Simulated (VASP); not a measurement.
Here is a VASP 6.6.1 calculation.

INCAR

```
ALGO = Fast
EDIFF = 1E-7
ENCUT = 520
GGA = PS
ISIF = 2
ISMEAR = 0
LASPH = T
LCHARG = F
LREAL = F
LWAVE = F
NBANDS = 36
NELM = 80
PREC = Accurate
SIGMA = 0.1
```

The input KPOINTS:

```
k-points
0
Gamma
  9 9 9
```

The input POSCAR:

```
ZnBi3
1.0
    5.0011820183      0.0487316400     -0.0487316400
    0.0487316400      5.0011820183     -0.0487316400
   -0.0487316400     -0.0487316400      5.0011820183
Zn Bi
1 3
Direct
    0.0000000000      0.0000000000      0.0000000000
    0.0000000000      0.5000000000      0.5000000000
    0.5000000000      0.0000000000      0.5000000000
    0.5000000000      0.5000000000      0.0000000000
```

Potentials or basis: VASP PAW PBE potentials, release 64 (Zn, Bi_d).

Command:

```sh
$ cat potpaw_PBE.64/Zn/POTCAR potpaw_PBE.64/Bi_d/POTCAR > POTCAR
$ mpirun -np 1 vasp_std > vasp.out
```

(1) What does it give for the pressure?

(2) Estimate the band gap on the k mesh.

Answers

(1) -5.6 GPa.

(2) zero (an odd number of electrons rules out a gap without spin polarisation).

Caveat: the cell differs from its parent crystal (strained); the cell stands under tension; the PAW data sets were made with another functional, which shifts forces and pressure a little; spin-orbit coupling is left out, which moves the levels of the heavy elements.
